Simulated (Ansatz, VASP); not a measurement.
**SnO: VASP beside Ansatz**

```
Sn O
1.0
     4.30082    0.00000    0.00000
     0.00000    3.30318    0.00000
     0.00000    0.00000    4.83600
Sn O
2 2
Direct
  0.00000 0.50000 0.23850
  0.50000 0.00000 0.76150
  0.00000 0.00000 0.00000
  0.50000 0.50000 0.00000
```

Change from the starting cell: strain +0.1312 x Voigt [1, -1, 0, 0, 0, 0], atoms carried along.

Alike in both runs: task single point; functional r2SCAN; k mesh 10 × 10 × 8; occupations gaussian, width 0.03 eV; no spin polarisation.

|  | VASP | Ansatz |
| --- | --- | --- |
| version | VASP 6.6.1 | Ansatz 0.2.0 |
| potentials or method | VASP PAW PBE potentials, release 64 (Sn_d, O), cutoff 520 eV | scalar-relativistic, plane waves, PAW |
| valence electrons in the cell | 40 | 40 |

|  | VASP | Ansatz | Ansatz less VASP |
| --- | --- | --- | --- |
| gap on the k mesh at the Fermi level (eV) | 0.18 | 0.19 | +0.015 |
| least direct gap on the mesh (eV) | 2.10 | 2.12 | +0.016 |
| pressure (GPa) | 9.5 | 8.9 | -0.65 |
| traceless stress, the component that is largest in VASP (GPa) | 12.09 | 11.62 | -0.471 |
| rms of the force components (eV/Å) | 1.118 | 1.044 | -0.0737 |

VASP's potentials were made for PBE, not for r2SCAN. Atom by atom the forces differ by 0.080 eV/Å (rms over components). The functional is the same, so the differences come from potentials, cutoffs and numerics.
